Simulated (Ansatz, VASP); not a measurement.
**Al5As in VASP and in Ansatz**

```
CELL_PARAMETERS angstrom
5.41437 0.00000 0.00000
-2.70719 4.68898 0.00000
0.00000 0.00000 7.79819
ATOMIC_POSITIONS crystal
Al 0.00000 0.00000 0.17934
Al 0.00000 0.00000 0.82066
Al 0.50000 0.00000 0.50000
Al 0.00000 0.50000 0.50000
Al 0.50000 0.50000 0.50000
As 0.00000 0.00000 0.50000
```

Alike in both runs: functional PBE; k mesh 6 × 6 × 4; occupations gaussian, width 0.1 eV; no spin polarisation.

Ansatz relaxed the structure, and its values are those at the end. VASP's run is a single point on that final structure, the one shown.

|  | VASP | Ansatz |
| --- | --- | --- |
| version | VASP 6.6.1 | Ansatz 0.2.0 |
| potentials or method | VASP PAW PBE potentials, release 64 (Al, As), cutoff 520 eV | scalar-relativistic, plane waves, PAW |
| valence electrons in the cell | 20 | 30 |

VASP gave:

```
gap on the k mesh at the Fermi level (eV) : none
pressure (GPa)                            : 0.1
rms of the force components (eV/Å)        : 0.006
```

**Question.** Which values does Ansatz return?

**Answer.** gap on the k mesh at the Fermi level (eV): none; pressure (GPa): 0.1; rms of the force components (eV/Å): 0.001.

A gap of «none» marks a metal or a gap that the smearing closes. VASP's potentials hold 20 valence electrons a cell and Ansatz's 30, so a difference there can come from the potentials and not from the codes.
